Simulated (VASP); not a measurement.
A run of VASP 6.6.1 is set up as follows.

INCAR

```
SYSTEM = BN
ALGO     = Normal         ! electronic algorithm
EDIFF    = 1E-6           ! SCF threshold, eV
ENCUT    = 520            ! plane-wave cutoff, eV
GGA      = PE             ! functional
ISIF     = 2              ! what is computed and relaxed
ISMEAR   = 0              ! smearing method
LASPH    = .True.         ! aspherical terms in the spheres
LCHARG   = .True.         ! write CHGCAR
LELF     = .True.         ! ELF
LREAL    = .False.        ! projectors in reciprocal space
LVHAR    = .True.       
LWAVE    = .False.        ! write WAVECAR
NBANDS   = 16             ! bands
NELM     = 80             ! most SCF steps
PREC     = Accurate       ! precision mode
SIGMA    = 0.02           ! smearing width, eV
```

The input KPOINTS:

```
k-points
0
Gamma
  12 12 4
  0 0 0
```

Contents of POSCAR:

```
BN
1.0
    2.4116938823      0.0003814831      0.0000000000
   -1.2054993601      2.1959117680      0.0000000000
    0.0000000000      0.0000000000      8.4834212394
B N
2 2
Direct
    0.3264416345      0.6525902788      0.2500000000
    0.6735583655      0.3474097212      0.7500000000
    0.3438745516      0.6881408291      0.7500000000
    0.6561254484      0.3118591709      0.2500000000
```

Potentials or basis: VASP PAW PBE potentials, release 64 (B, N).

Launch:

```sh
$ cat potpaw_PBE.64/B/POTCAR potpaw_PBE.64/N/POTCAR > POTCAR
$ mpirun -np 1 vasp_std > vasp.out
```

(1) Predict the pressure.

(2) Estimate the largest force.

Answers

(1) 9.5 GPa.

(2) 0.003 eV/Å.

Caveat: the stress differs along the axes, from -0 to 29 GPa; this functional lacks dispersion, which binds layers or chains, so the pressure and a relaxed spacing across them are unreliable.
